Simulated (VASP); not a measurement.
## Ag: single point with r2SCAN

Ag:

```
Ag
1.0
     0.00000    2.05988    2.05988
     2.05988    0.00000    2.05988
     2.05988    2.05988    0.00000
Ag
1
Direct
  0.00000 0.00000 0.00000
```

| Item | Value |
| --- | --- |
| Program | VASP 6.6.1 |
| Task | single point |
| Functional | r2SCAN |
| Potentials or basis | VASP PAW PBE potentials, release 64 (Ag) |
| Cutoff | 550 eV |
| k mesh | 7 × 7 × 7 |
| Occupations | fermi-dirac, width 0.113 eV |
| Spin | no spin polarisation |

The pressure is -1.5 GPa.

Levels at points of the mesh, in eV from the Fermi level:
```
           k point  band 4  band 5  band 6  band 7  band 8  band 9
(0.00, 0.00, 0.00)   -5.47   -4.48   -4.48   16.16   19.74   19.74
```

Run time: 49 s on 1 thread of Intel Xeon 8259CL (shared host), peak memory 0.15 GiB.

Caveat: the k points lie up to 0.38 Å⁻¹ apart; the PAW data sets were made with another functional, which shifts forces and pressure a little.
